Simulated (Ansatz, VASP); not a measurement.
**Two plane-wave programs on SiMo3**

File INCAR:

```
SYSTEM = SiMo3
PREC = Accurate ; ENCUT = 520
EDIFF = 1E-6 ; ISMEAR = 0
SIGMA = 0.1 ; LREAL = .FALSE.
LASPH = .TRUE. ; NELM = 80
ALGO = Normal ; ISIF = 2
LWAVE = .FALSE. ; LCHARG = .FALSE.
GGA = PE ; NBANDS = 56
```

The input KPOINTS:

```
regular mesh
0
G
  4 4 4
  0 0 0
```

Contents of POSCAR:

```
SiMo3
1.0
    4.8896951900      0.0000000000      0.0000000000
    0.0000000000      4.8896951900      0.0000000000
    0.0000000000      0.0000000000      4.8896951900
Si Mo
2 6
Direct
    0.5000000000      0.5000000000      0.5000000000
    0.0000000000      0.0000000000      0.0000000000
    0.0000000000      0.5000000000      0.2500000000
    0.0000000000      0.5000000000      0.7500000000
    0.5000000000      0.7500000000      0.0000000000
    0.5000000000      0.2500000000      0.0000000000
    0.7500000000      0.0000000000      0.5000000000
    0.2500000000      0.0000000000      0.5000000000
```

Input for Ansatz:

```yaml
crystal:
  lattice:
    - [4.88969519, 0.0, 0.0]
    - [0.0, 4.88969519, 0.0]
    - [0.0, 0.0, 4.88969519]
  atoms:
    - { symbol: Si, position: [0.5, 0.5, 0.5] }
    - { symbol: Si, position: [0.0, 0.0, 0.0] }
    - { symbol: Mo, position: [0.0, 0.5, 0.25] }
    - { symbol: Mo, position: [0.0, 0.5, 0.75] }
    - { symbol: Mo, position: [0.5, 0.75, 0.0] }
    - { symbol: Mo, position: [0.5, 0.25, 0.0] }
    - { symbol: Mo, position: [0.75, 0.0, 0.5] }
    - { symbol: Mo, position: [0.25, 0.0, 0.5] }
basis:
  ecutwfc: 420
kpoints:
  mp_grid: { grid: [4, 4, 4] }
hamiltonian:
  xc: pbe
scf:
  occupations: { method: gaussian, width: 0.1 }
  lower_state_search: "off"
output:
  forces: true
  stress: true
  eigenvalues: true
```

Alike in both runs: task single point; functional PBE; k mesh 4 × 4 × 4; occupations gaussian, width 0.1 eV; no spin polarisation.

```csv
,VASP,Ansatz
version,VASP 6.6.1,Ansatz 0.2.0
potentials or method,"VASP PAW PBE potentials, release 64 (Si, Mo_sv), cutoff 520 eV","scalar-relativistic, plane waves, PAW"
valence electrons in the cell,92,92
```

|  | VASP | Ansatz | Ansatz less VASP |
| --- | --- | --- | --- |
| gap on the k mesh at the Fermi level (eV) | none | none | - |
| pressure (GPa) | 4.0 | 3.5 | -0.49 |

A gap of «none» marks a metal or a gap that the smearing closes.
